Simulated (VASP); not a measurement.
# Al (P6_3/mmc) in VASP: single point with PBEsol+D3(BJ)

Aim: the single point of Al with PBEsol+D3(BJ).

Program: VASP 6.6.1. These are calculated values, not measurements. Logs are shortened: lines on timing, memory, paths and dates and some standing lists are left out, and cuts for length are marked.

**1. The cell of the first run**

The structure is hexagonal, space group P6_3/mmc (No. 194). Conventional cell: a = 2.812 Å, b = 2.812 Å, c = 4.867 Å, α = 90.00°, β = 90.00°, γ = 120.00°. Within 3.7 Å of Al (site symmetry -6m2) lie 12 Al at 2.81 to 2.93 Å.

**2. Single point, PBEsol+D3(BJ)**

Contents of INCAR:

```
SYSTEM = Al
ALGO = Normal ; EDIFF = 1E-6
ENCUT = 520 ; GGA = PS
ISIF = 2 ; ISMEAR = 0
IVDW = 12 ; LASPH = .TRUE.
LCHARG = .TRUE. ; LELF = .TRUE.
LREAL = .FALSE. ; LVHAR = .TRUE.
LWAVE = .FALSE. ; NBANDS = 10
NELM = 60 ; PREC = Accurate
SIGMA = 0.15
```

Contents of KPOINTS:

```
k-points
0
G
  18 18 10
  0 0 0
```

Contents of POSCAR:

```
Al
1.0
    2.8124553515      0.0000000000      0.0000000000
   -1.4062276757      2.4356577814      0.0000000000
    0.0000000000      0.0000000000      4.8668500000
Al
2
Direct
    0.6666666667      0.3333333333      0.7500000000
    0.3333333333      0.6666666667      0.2500000000
```

Potentials or basis: VASP PAW PBE potentials, release 64 (Al).

On the command line:

```sh
$ cat potpaw_PBE.64/Al/POTCAR > POTCAR
$ mpirun -np 1 vasp_std > vasp.out
```

OUTCAR:

```text
SYSTEM = Al
   EDIFF = 1E-6
   ENCUT = 520
   GGA = PS
   ISIF = 2
   ISMEAR = 0
   IVDW = 12
   LASPH = .TRUE.
   LREAL = .FALSE.
   NELM = 60
   PREC = Accurate
 IVDW          = 12

 ion  position               nearest neighbor table
   1  0.667  0.333  0.750-   2 2.93   2 2.93   2 2.93   2 2.93   2 2.93   2 2.93
   2  0.333  0.667  0.250-   1 2.93   1 2.93   1 2.93   1 2.93   1 2.93   1 2.93

  LATTYP: Found a hexagonal cell.
 ALAT       =     2.8124553515
 C/A-ratio  =     1.7304630267

  Lattice vectors:

 A1 = (   2.8124553515,   0.0000000000,   0.0000000000)
 A2 = (  -1.4062276757,   2.4356577814,   0.0000000000)
 A3 = (   0.0000000000,   0.0000000000,   4.8668500000)

Analysis of symmetry for initial positions (statically):
=====================================================================
 Subroutine PRICEL returns:
 Original cell was already a primitive cell.

 Routine SETGRP: Setting up the symmetry group for a
 hexagonal supercell.

 Subroutine GETGRP returns: Found 24 space group operations
 (whereof 12 operations were pure point group operations)
 out of a pool of 24 trial point group operations.

The static configuration has the point symmetry D_3d.
 The point group associated with its full space group is D_6h.

Analysis of symmetry for dynamics (positions and initial velocities):
=====================================================================
 Subroutine PRICEL returns:
 Original cell was already a primitive cell.

 Routine SETGRP: Setting up the symmetry group for a
 hexagonal supercell.

 Subroutine GETGRP returns: Found 24 space group operations
 (whereof 12 operations were pure point group operations)
 out of a pool of 24 trial point group operations.

The dynamic configuration has the point symmetry D_3d.
 The point group associated with its full space group is D_6h.

 Subroutine INISYM returns: Found 24 space group operations
 (whereof 12 operations are pure point group operations),
 and found     1 'primitive' translations

----------------------------------------------------------------------------------------

                                     Primitive cell

  volume of cell :      33.3388

  direct lattice vectors                    reciprocal lattice vectors
     2.812455352  0.000000000  0.000000000     0.355561200  0.205283355  0.000000000
    -1.406227676  2.435657781  0.000000000     0.000000000  0.410566709  0.000000000
     0.000000000  0.000000000  4.866850000     0.000000000  0.000000000  0.205471712

  length of vectors
     2.812455352  2.812455351  4.866850000     0.410566709  0.410566709  0.205471712

  position of ions in fractional coordinates (direct lattice)
     0.666666667  0.333333333  0.750000000
     0.333333333  0.666666667  0.250000000

  ion indices of the primitive-cell ions
   primitive index   ion index
                 1           1
                 2           2

----------------------------------------------------------------------------------------

 KPOINTS: k-points

Automatic generation of k-mesh.
 Grid dimensions read from file:
 generate k-points for:   18   18   10

 Generating k-lattice:

  Cartesian coordinates                     Fractional coordinates (reciprocal lattice)
     0.019753400  0.011404631  0.000000000     0.055555556  0.000000000  0.000000000
     0.000000000  0.022809262  0.000000000     0.000000000  0.055555556  0.000000000
     0.000000000  0.000000000  0.020547171     0.000000000  0.000000000  0.100000000

  Length of vectors
     0.022809262  0.022809262  0.020547171

  Shift w.r.t. Gamma in fractional coordinates (k-lattice)
     0.000000000  0.000000000  0.000000000

 Subroutine IBZKPT returns following result:
 ===========================================

 Found    222 irreducible k-points:

 Following reciprocal coordinates:
            Coordinates               Weight
  0.000000  0.000000  0.000000      1.000000
  0.055556  0.000000  0.000000      6.000000
  0.111111  0.000000  0.000000      6.000000
  0.166667  0.000000  0.000000      6.000000
  0.222222  0.000000  0.000000      6.000000
  0.277778  0.000000  0.000000      6.000000
[... 16 lines left out ...]
  0.333333  0.111111  0.000000     12.000000
  0.388889  0.111111  0.000000     12.000000
 [... further k-points ...]
   k-points           NKPTS =    222   k-points in BZ     NKDIM =    222   number of bands    NBANDS=     10
   number of dos      NEDOS =    301   number of ions     NIONS =      2
   total plane-waves  NPLWV =  20736
   dimension x,y,z NGX =    24 NGY =   24 NGZ =   36
   dimension x,y,z NGXF=    48 NGYF=   48 NGZF=   72
   ions per type =               2
   NGX,Y,Z   is equivalent  to a cutoff of  14.19, 14.19, 12.30 a.u.
   NGXF,Y,Z  is equivalent  to a cutoff of  28.37, 28.37, 24.59 a.u.
 SYSTEM =  Al
   PREC   = accura    normal or accurate (medium, high low for compatibility)
   ISTART =      0    job   : 0-new  1-cont  2-samecut
   ICHARG =      2    charge: 1-file 2-atom 10-const
   ISPIN  =      1    spin polarized calculation?
   LNONCOLLINEAR =      F non collinear calculations
   LSORBIT =      F    spin-orbit coupling
   LASPH  =      T    aspherical Exc in radial PAW
   ENCUT  =  520.0 eV  38.22 Ry    6.18 a.u.   5.23  5.23  9.05*2*pi/ulx,y,z
   NELM   =     60;   NELMIN=  2; NELMDL= -5     # of ELM steps
   EDIFF  = 0.1E-05   stopping-criterion for ELM
   LREAL  =      F    real-space projection
   EDIFFG = 0.1E-04   stopping-criterion for IOM
   NSW    =      0    number of steps for IOM
   IBRION =     -1    ionic relax: 0-MD 1-quasi-New 2-CG
   NFREE  =      0    steps in history (QN), initial steepest desc. (CG)
   ISIF   =      2    stress and relaxation
   ISYM   =      2    0-nonsym 1-usesym 2-fastsym
   POTIM  = 0.5000    time-step for ionic-motion
   TEBEG  =    0.0;   TEEND  =   0.0 temperature during run
   PSTRESS=    0.0 pullay stress
   NELECT =       6.0000    total number of electrons
   NUPDOWN=      -1.0000    fix difference up-down
   EMIN   =  10.00;   EMAX   =-10.00  energy-range for DOS
   EFERMI =   0.00;   METHOD = LEGACY
   ISMEAR =     0;   SIGMA  =   0.15  broadening in eV -4-tet -1-fermi 0-gaus
   EFERMI_NEDOS =   21; number of points for ismear=-14 and -15
   IALGO  =     38    algorithm
   IMIX   =      4    mixing-type and parameters
     AMIX     =   0.40;   BMIX     =  1.00
     AMIX_MAG =   1.60;   BMIX_MAG =  1.00
  volume/ion in A,a.u.               =      16.67       112.49
  Fermi-wavevector in a.u.,A,eV,Ry     =   0.924291  1.746656 11.623640  0.854313
  Thomas-Fermi vector in A             =   2.050021
   LORBIT       =      0    0 simple, 1 ext, 2 COOP (PROOUT), +10 PAW based schemes
   GGA     = PS    functional components
   LHFCALC =     F    Hartree Fock is set to
   AEXX    =    0.0000 exact exchange contribution
   IVDW    =    12    specifies the selected vdW correction
   LEPSILON=     F    determine dielectric tensor
   LRPA    =     F    only Hartree local field effects (RPA)
 non-spin polarized calculation
 Gauss-broadening in eV      SIGMA  =   0.15
  energy-cutoff  :      520.00
  volume of cell :       33.34
 maximum number of plane-waves:       920
 NGX is ok and might be reduce to    24
   NGX = 11   NGY = 11   NGZ = 19

 number of electron       6.0000000 magnetization

 Free energy of the ion-electron system (eV)
  ---------------------------------------------------
  ext. energy  EPLUGINS =         0.00000000
  ---------------------------------------------------
  free energy    TOTEN  =        -8.11105725 eV

  energy without entropy =       -8.10211533  energy(sigma->0) =       -8.10658629

 E-fermi :   7.8231     XC(G=0): -10.2191

 val. band max:        7.8223777235   @ k =   0.1111   0.1111   0.3000
 cond. band min:       7.8508449187   @ k =   0.4444   0.1111   0.1000
 fundamental gap:      0.0284671952
 Fermi energy:         7.8231315731

 k-point     1 :       0.0000    0.0000    0.0000
  band No.  band energies     occupation
      1      -3.2207      2.00000
      2       2.7826      2.00000
      3       3.0102      2.00000
      4      18.9774      0.00000
      5      19.2588      0.00000
      6      19.2588      0.00000
      7      19.4779      0.00000
      8      19.4779      0.00000
      9      20.2043      0.00000
     10      22.5505      0.00000

 k-point     2 :       0.0556    0.0000    0.0000
  band No.  band energies     occupation
      1      -3.1438      2.00000
      2       2.8581      2.00000
      3       3.0820      2.00000
      4      17.5114      0.00000
      5      18.2509      0.00000
      6      18.8734      0.00000
      7      20.0408      0.00000
      8      20.2456      0.00000
      9      20.6079      0.00000
     10      22.5030      0.00000

 k-point     3 :       0.1111    0.0000    0.0000
  band No.  band energies     occupation
      1      -2.9131      2.00000
      2       3.0839      2.00000
      3       3.2976      2.00000
      4      15.4092      0.00000
      5      17.2717      0.00000
      6      18.3280      0.00000
      7      19.7094      0.00000
      8      20.2722      0.00000
      9      21.3217      0.00000
     10      21.4646      0.00000

 k-point     4 :       0.1667    0.0000    0.0000
  band No.  band energies     occupation
      1      -2.5295      2.00000
      2       3.4576      2.00000
      3       3.6568      2.00000
      4      13.3101      0.00000
      5      16.4227      0.00000
      6      17.4422      0.00000
      7      18.6431      0.00000
      8      19.0370      0.00000
      9      20.9052      0.00000
     10      20.9408      0.00000
[... 222 lines left out ...]
 k-point    22 :       0.2778    0.1111    0.0000
  band No.  band energies     occupation
      1      -0.2507      2.00000
      2       5.5633      2.00000
      3       5.8097      2.00000
      4       7.8951      0.49737
      5      11.5027      0.00000
      6      13.6077      0.00000
      7      13.7027      0.00000
      8      17.2166      0.00000
      9      17.6484      0.00000
     10      19.3106      0.00000

 k-point    23 :       0.3333    0.1111    0.0000
  band No.  band energies     occupation
      1       0.7245      2.00000
      2       5.7315      2.00000
      3       6.7371      2.00000
      4       6.9921      2.00000
      5      10.9204      0.00000
      6      11.9829      0.00000
      7      12.4104      0.00000
      8      16.9135      0.00000
      9      17.2674      0.00000
     10      19.0189      0.00000

 k-point    24 :       0.3889    0.1111    0.0000
  band No.  band energies     occupation
      1       1.8393      2.00000
      2       4.4480      2.00000
      3       7.7790      1.32273
      4       7.7880      1.25961
      5      10.0563      0.00000
      6      10.5091      0.00000
      7      11.6723      0.00000
      8      16.7294      0.00000
      9      17.0411      0.00000
     10      18.8368      0.00000

 [... further k-points ...]

------------------------ aborting loop because EDIFF is reached ----------------------------------------

 Edisp (eV)   -0.62827

 E8    (eV) :    -0.4231

  FORCE on cell =-STRESS in cart. coord.  units (eV):
  Direction    XX          YY          ZZ          XY          YZ          ZX
  --------------------------------------------------------------------------------------
  -------------------------------------------------------------------------------------
  Total      -0.76492    -0.76492    -1.21389    -0.00000     0.00000     0.00000
  in kB     -36.75992   -36.75992   -58.33649    -0.00000     0.00000     0.00000
  external pressure =      -43.95 kB  Pullay stress =        0.00 kB

 VOLUME and BASIS-vectors are now :
 -----------------------------------------------------------------------------
  energy-cutoff  :      520.00
  volume of cell :       33.34
      direct lattice vectors                 reciprocal lattice vectors
     2.812455352  0.000000000  0.000000000     0.355561200  0.205283355  0.000000000
    -1.406227676  2.435657781  0.000000000     0.000000000  0.410566709  0.000000000
     0.000000000  0.000000000  4.866850000     0.000000000  0.000000000  0.205471712

 POSITION                                       TOTAL-FORCE (eV/Angst)
 -----------------------------------------------------------------------------------
      1.40623      0.81189      3.65014        -0.000000      0.000000      0.000000
     -0.00000      1.62377      1.21671         0.000000     -0.000000      0.000000
 -----------------------------------------------------------------------------------
    total drift:                                0.000000     -0.000000     -0.000000

  FREE ENERGIE OF THE ION-ELECTRON SYSTEM (eV)
  ---------------------------------------------------
  free  energy   TOTEN  =        -8.7393246398 eV

  energy  without entropy=       -8.7303827231  energy(sigma->0) =       -8.73485368
```

Wall time 44 s (1 thread of AMD EPYC 7R13 (Zen 3), shared host); peak memory 0.17 GiB.

Results:

```yaml
Free_energy: -8.7393 eV
Pressure: -4.4 GPa
Band_gap_on_the_k_mesh: zero (band 3 reaches 11.52 eV, above the bottom of band 4 at 4.76 eV)
Dispersion_energy_per_atom: -0.314 eV
```

Caveat: the PAW data sets were made with another functional, which shifts forces and pressure a little; pairwise dispersion overbinds metals, which lowers pressure and volume.
